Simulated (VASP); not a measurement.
The system is BaS.

```
Ba S
1.0
     0.00000    3.23578    3.23578
     3.23578    0.00000    3.23578
     3.23578    3.23578    0.00000
Ba S
1 1
Cartesian
  0.0000 0.0000 0.0000
  3.2358 3.2358 3.2358
```

Base run:

```yaml
Program: VASP 6.6.1
Functional: PBE
Potentials_or_basis: VASP PAW PBE potentials, release 64 (Ba_sv, S)
Cutoff: 520 eV
k_mesh: 7 × 7 × 7
Occupations: fermi-dirac, width 0.05 eV
Spin: no spin polarisation
```

Its results: band gap on the k mesh 2.23 eV, indirect (least direct gap 2.39 eV); pressure -0.3 GPa.

After a change of settings the same cell gave: band gap on the k mesh 3.08 eV, indirect (least direct gap 3.26 eV); pressure -0.7 GPa. Which change was it?
A. functional from PBE to PBEsol; further incar settings from ALGO = Normal; EDIFF = 1e-06; NBANDS = 15 to ALGO = Normal; EDIFF = 1e-07; NBANDS = 15
B. functional from PBE to r2SCAN
C. functional from PBE to LDA; potentials or basis from VASP PAW PBE potentials, release 64 (Ba_sv, S) to VASP PAW LDA potentials, release 64 (Ba_sv, S)
D. functional from PBE to HSE06; k mesh from 7 × 7 × 7 to 4 × 4 × 4

D.

Caveats: some runs use coarse meshes; spin-orbit coupling is left out, which moves the levels of the heavy elements; the PAW data sets were made with another functional, which shifts forces and pressure a little (some runs).
